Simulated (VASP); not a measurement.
# ZrB2 (P6/mmm) in VASP: further runs

The runs below take ZrB2 through single point, with LDA.

All numbers are computed with VASP 6.6.1; they aren't measurements. Logs are shortened: lines on timing, memory, paths and dates and some standing lists are left out, and cuts for length are marked.

### Step 1. The cell of the first run

The structure is hexagonal, space group P6/mmm (No. 191). Conventional cell: a = 2.867 Å, b = 2.867 Å, c = 3.831 Å, α = 90.00°, β = 90.00°, γ = 120.00°. Zr (site symmetry 6/mmm) has 12 B at 2.53 Å and 6 Zr at 2.87 Å within 3.3 Å. B (site symmetry -6m2) has 3 B at 1.66 Å within 2.2 Å.

### Step 2. Single point, LDA (volume 9.092 Å^3 an atom, c/a of the conventional cell 1.3361)

The input, INCAR:

```
SYSTEM = ZrB2
PREC = Accurate ; ENCUT = 520
EDIFF = 1E-6 ; ISMEAR = 0
SIGMA = 0.15 ; LREAL = .False.
LASPH = .True. ; NELM = 80
ALGO = Normal ; ISIF = 2
LWAVE = .False. ; LCHARG = .False.
NBANDS = 16
```

The input, KPOINTS:

```
Automatic mesh
0
Gamma
  18 18 12
  0 0 0
```

The input, POSCAR:

```
ZrB2
1.0
    2.8672816943      0.0000000000      0.0000000000
   -1.4336408472      2.4831387870      0.0000000000
    0.0000000000      0.0000000000      3.8309750717
Zr B
1 2
Direct
    0.0000000000      0.0000000000      0.0000000000
    0.3333333333      0.6666666667      0.5000000000
    0.6666666667      0.3333333333      0.5000000000
```

Potentials or basis: VASP PAW LDA potentials, release 64 (Zr_sv, B).

Command:

```bash
$ cat potpaw_LDA.64/Zr_sv/POTCAR potpaw_LDA.64/B/POTCAR > POTCAR
$ mpirun -np 1 vasp_std > vasp.out
```

OUTCAR:

```text
SYSTEM = ZrB2
   PREC = Accurate
   ENCUT = 520
   EDIFF = 1E-6
   ISMEAR = 0
   LREAL = .False.
   LASPH = .True.
   NELM = 80
   ISIF = 2

 ion  position               nearest neighbor table
   1  0.000  0.000  0.000-   2 2.53   3 2.53   2 2.53   3 2.53   2 2.53   2 2.53   3 2.53   3 2.53
                             3 2.53   3 2.53   2 2.53   2 2.53
   2  0.333  0.667  0.500-   3 1.66   3 1.66   3 1.66   1 2.53   1 2.53   1 2.53   1 2.53   1 2.53
                             1 2.53
   3  0.667  0.333  0.500-   2 1.66   2 1.66   2 1.66   1 2.53   1 2.53   1 2.53   1 2.53   1 2.53
                             1 2.53

  LATTYP: Found a hexagonal cell.
 ALAT       =     2.8672816943
 C/A-ratio  =     1.3361000000

  Lattice vectors:

 A1 = (   2.8672816943,   0.0000000000,   0.0000000000)
 A2 = (  -1.4336408472,   2.4831387870,   0.0000000000)
 A3 = (   0.0000000000,   0.0000000000,   3.8309750717)

Analysis of symmetry for initial positions (statically):
=====================================================================
 Subroutine PRICEL returns:
 Original cell was already a primitive cell.

 Routine SETGRP: Setting up the symmetry group for a
 hexagonal supercell.

 Subroutine GETGRP returns: Found 24 space group operations
 (whereof 24 operations were pure point group operations)
 out of a pool of 24 trial point group operations.

The static configuration has the point symmetry D_6h.

Analysis of symmetry for dynamics (positions and initial velocities):
=====================================================================
 Subroutine PRICEL returns:
 Original cell was already a primitive cell.

 Routine SETGRP: Setting up the symmetry group for a
 hexagonal supercell.

 Subroutine GETGRP returns: Found 24 space group operations
 (whereof 24 operations were pure point group operations)
 out of a pool of 24 trial point group operations.

The dynamic configuration has the point symmetry D_6h.

 Subroutine INISYM returns: Found 24 space group operations
 (whereof 24 operations are pure point group operations),
 and found     1 'primitive' translations

----------------------------------------------------------------------------------------

                                     Primitive cell

  volume of cell :      27.2760

  direct lattice vectors                    reciprocal lattice vectors
[... 84 lines left out ...]
   LNONCOLLINEAR =      F non collinear calculations
   LSORBIT =      F    spin-orbit coupling
   LASPH  =      T    aspherical Exc in radial PAW
   ENCUT  =  520.0 eV  38.22 Ry    6.18 a.u.   5.33  5.33  7.12*2*pi/ulx,y,z
   NELM   =     80;   NELMIN=  2; NELMDL= -5     # of ELM steps
   EDIFF  = 0.1E-05   stopping-criterion for ELM
   LREAL  =      F    real-space projection
   EDIFFG = 0.1E-04   stopping-criterion for IOM
   NSW    =      0    number of steps for IOM
   IBRION =     -1    ionic relax: 0-MD 1-quasi-New 2-CG
   NFREE  =      0    steps in history (QN), initial steepest desc. (CG)
   ISIF   =      2    stress and relaxation
   ISYM   =      2    0-nonsym 1-usesym 2-fastsym
   POTIM  = 0.5000    time-step for ionic-motion
   TEBEG  =    0.0;   TEEND  =   0.0 temperature during run
   PSTRESS=    0.0 pullay stress
   NELECT =      18.0000    total number of electrons
   NUPDOWN=      -1.0000    fix difference up-down
   EMIN   =  10.00;   EMAX   =-10.00  energy-range for DOS
   EFERMI =   0.00;   METHOD = LEGACY
   ISMEAR =     0;   SIGMA  =   0.15  broadening in eV -4-tet -1-fermi 0-gaus
   EFERMI_NEDOS =   21; number of points for ismear=-14 and -15
   IALGO  =     38    algorithm
   IMIX   =      4    mixing-type and parameters
     AMIX     =   0.40;   BMIX     =  1.00
     AMIX_MAG =   1.60;   BMIX_MAG =  1.00
  volume/ion in A,a.u.               =       9.09        61.36
  Fermi-wavevector in a.u.,A,eV,Ry     =   1.425297  2.693421 27.639857  2.031472
  Thomas-Fermi vector in A             =   2.545696
   LORBIT       =      0    0 simple, 1 ext, 2 COOP (PROOUT), +10 PAW based schemes
   GGA     = CA    functional components
   LHFCALC =     F    Hartree Fock is set to
   AEXX    =    0.0000 exact exchange contribution
   IVDW    =     0    specifies the selected vdW correction
   LEPSILON=     F    determine dielectric tensor
   LRPA    =     F    only Hartree local field effects (RPA)
 non-spin polarized calculation
 Gauss-broadening in eV      SIGMA  =   0.15
  energy-cutoff  :      520.00
  volume of cell :       27.28
 maximum number of plane-waves:       758
 NGX is ok and might be reduce to    24
   NGX = 11   NGY = 11   NGZ = 15

 number of electron      18.0000000 magnetization

 Free energy of the ion-electron system (eV)
  ---------------------------------------------------
  ext. energy  EPLUGINS =         0.00000000
  ---------------------------------------------------
  free energy    TOTEN  =       -26.50623018 eV

  energy without entropy =      -26.50392103  energy(sigma->0) =      -26.50507561

 E-fermi :  11.3840     XC(G=0): -13.1275

 val. band max:       11.3635907232   @ k =   0.0556  -0.0000   0.4167
 cond. band min:      11.3955118040   @ k =   0.0556  -0.0000   0.5000
 fundamental gap:      0.0319210808
 Fermi energy:        11.3840223990

 k-point     1 :       0.0000    0.0000    0.0000
  band No.  band energies     occupation
      1     -36.6153      2.00000
      2     -15.0556      2.00000
      3     -13.7963      2.00000
      4     -13.7963      2.00000
      5      -1.5006      2.00000
      6       8.2846      2.00000
[... 433 lines left out ...]
      3     -14.6156      2.00000
      4     -14.4199      2.00000
      5       2.3119      2.00000
      6       4.2314      2.00000
[... 8 lines left out ...]
     15      21.7675      0.00000
     16      22.7211      0.00000

 [... further k-points ...]
[... 5 lines left out ...]
  --------------------------------------------------------------------------------------
  -------------------------------------------------------------------------------------
  Total        9.4701685      9.4701685     -3.0242017     -0.0000000      0.0000000     -0.0000000
  in kB      556.2725220    556.2725219   -177.6399543     -0.0000000      0.0000000     -0.0000000
  external PRESSURE =     311.6350299 kB  Pullay stress =       0.0000000 kB

 VOLUME and BASIS-vectors are now :
 -----------------------------------------------------------------------------
  energy-cutoff  :      520.00
  volume of cell :       27.28
      direct lattice vectors                 reciprocal lattice vectors
     2.867281694  0.000000000  0.000000000     0.348762384  0.201358056  0.000000000
    -1.433640847  2.483138787  0.000000000     0.000000000  0.402716113  0.000000000
     0.000000000  0.000000000  3.830975072     0.000000000  0.000000000  0.261030151

 POSITION                                       TOTAL-FORCE (eV/Angst)
 -----------------------------------------------------------------------------------
      0.00000      0.00000      0.00000        -0.000000      0.000000      0.000000
     -0.00000      1.65543      1.91549        -0.000000     -0.000000      0.000000
      1.43364      0.82771      1.91549         0.000000      0.000000      0.000000
 -----------------------------------------------------------------------------------
    total drift:                               -0.000000      0.000000      0.000000

  FREE ENERGIE OF THE ION-ELECTRON SYSTEM (eV)
  ---------------------------------------------------
  free  energy   TOTEN  =       -26.5062301825 eV

  energy  without entropy=      -26.5039210311  energy(sigma->0) =      -26.50507561
```

It took 33 s on 1 thread of Intel Xeon 6975P-C (Granite Rapids), shared host; peak memory 0.22 GiB.

Results:

```
Free energy            : -26.5062 eV
Pressure               : 31.2 GPa
Band gap on the k mesh : zero (band 9 reaches 11.86 eV, above the bottom of band 10 at 10.86 eV)
```

Levels at points of the mesh, in eV from the Fermi level:
```tsv
k point	band 7	band 8	band 9	band 10	band 11	band 12
(0.00, 0.00, 0.00)	-2.94	-1.01	-1.01	3.76	3.76	4.76
(0.50, 0.00, 0.00)	-4.76	-2.81	-2.26	2.62	3.10	6.27
(0.00, 0.00, 0.50)	-0.46	0.48	0.48	1.28	1.28	2.78
(0.50, 0.00, 0.50)	-4.06	-3.48	-1.01	2.58	4.76	6.31
```

### Step 3. Single point, LDA (volume 9.092 Å^3 an atom, c/a of the conventional cell 1.1834)

The input, INCAR:

```
SYSTEM = ZrB2
PREC = Accurate
ENCUT = 520
EDIFF = 1E-6
ISMEAR = 0
SIGMA = 0.15
LREAL = .FALSE.
LASPH = .TRUE.
NELM = 100
ALGO = Normal
ISIF = 2
LWAVE = .FALSE.
LCHARG = .FALSE.
GGA = CA
NBANDS = 16
```

The input, KPOINTS:

```
regular mesh
0
G
  18 18 12
  0 0 0
```

The input, POSCAR:

```
ZrB2
1.0
    2.9856541241      0.0000000000      0.0000000000
   -1.4928270621      2.5856523183      0.0000000000
    0.0000000000      0.0000000000      3.5332230904
Zr B
1 2
Direct
    0.0000000000      0.0000000000      0.0000000000
    0.3333333333      0.6666666667      0.5000000000
    0.6666666667      0.3333333333      0.5000000000
```

Potentials or basis: VASP PAW LDA potentials, release 64 (Zr_sv, B).

Command:

```bash
$ cat potpaw_LDA.64/Zr_sv/POTCAR potpaw_LDA.64/B/POTCAR > POTCAR
$ mpirun -np 1 vasp_std > vasp.out
```

OUTCAR:

```text
SYSTEM = ZrB2
   PREC = Accurate
   ENCUT = 520
   EDIFF = 1E-6
   ISMEAR = 0
   LREAL = .FALSE.
   LASPH = .TRUE.
   NELM = 100
   ISIF = 2
   GGA = CA

 ion  position               nearest neighbor table
   1  0.000  0.000  0.000-   2 2.47   3 2.47   2 2.47   3 2.47   2 2.47   2 2.47   3 2.47   3 2.47
                             3 2.47   3 2.47   2 2.47   2 2.47
   2  0.333  0.667  0.500-   3 1.72   3 1.72   3 1.72   1 2.47   1 2.47   1 2.47   1 2.47   1 2.47
                             1 2.47
   3  0.667  0.333  0.500-   2 1.72   2 1.72   2 1.72   1 2.47   1 2.47   1 2.47   1 2.47   1 2.47
                             1 2.47

  LATTYP: Found a hexagonal cell.
[... 649 lines left out ...]
 [... further k-points ...]
[... 5 lines left out ...]
  --------------------------------------------------------------------------------------
  -------------------------------------------------------------------------------------
  Total        6.1291473      6.1291473      1.6309738     -0.0000000     -0.0000000      0.0000000
  in kB      360.0227644    360.0227644     95.8025120     -0.0000000     -0.0000000      0.0000000
  external PRESSURE =     271.9493470 kB  Pullay stress =       0.0000000 kB

 VOLUME and BASIS-vectors are now :
 -----------------------------------------------------------------------------
  energy-cutoff  :      520.00
  volume of cell :       27.28
      direct lattice vectors                 reciprocal lattice vectors
     2.985654124  0.000000000  0.000000000     0.334934979  0.193374800  0.000000000
    -1.492827062  2.585652318  0.000000000     0.000000000  0.386749600  0.000000000
     0.000000000  0.000000000  3.533223090     0.000000000  0.000000000  0.283027699

 POSITION                                       TOTAL-FORCE (eV/Angst)
 -----------------------------------------------------------------------------------
      0.00000      0.00000      0.00000         0.000000      0.000000      0.000000
     -0.00000      1.72377      1.76661        -0.000000     -0.000000      0.000000
      1.49283      0.86188      1.76661         0.000000      0.000000      0.000000
 -----------------------------------------------------------------------------------
    total drift:                               -0.000000      0.000000      0.000000

  FREE ENERGIE OF THE ION-ELECTRON SYSTEM (eV)
  ---------------------------------------------------
  free  energy   TOTEN  =       -27.1995407200 eV

  energy  without entropy=      -27.1969858350  energy(sigma->0) =      -27.19826328
```

Wall time 36 s (1 thread of Intel Xeon 6975P-C (Granite Rapids), shared host); peak memory 0.21 GiB.

Results:

* Free energy: -27.1995 eV
* Pressure: 27.2 GPa
* Band gap on the k mesh: zero (band 9 reaches 12.72 eV, above the bottom of band 10 at 11.07 eV)

Stress tensor (GPa, compression positive):
```
36.00  0.00  0.00
 0.00 36.00  0.00
 0.00  0.00  9.58
```

Levels at points of the mesh, in eV from the Fermi level:
| k point | band 7 | band 8 | band 9 | band 10 | band 11 | band 12 |
| --- | --- | --- | --- | --- | --- | --- |
| (0.00, 0.00, 0.00) | -2.67 | -2.41 | -2.41 | 4.01 | 4.01 | 4.24 |
| (0.50, 0.00, 0.00) | -4.70 | -3.05 | -3.04 | 2.32 | 2.58 | 5.89 |
| (0.00, 0.00, 0.50) | -0.70 | -0.70 | 0.86 | 0.86 | 0.98 | 0.99 |
| (0.50, 0.00, 0.50) | -4.70 | -4.50 | -1.52 | 3.56 | 5.09 | 6.45 |
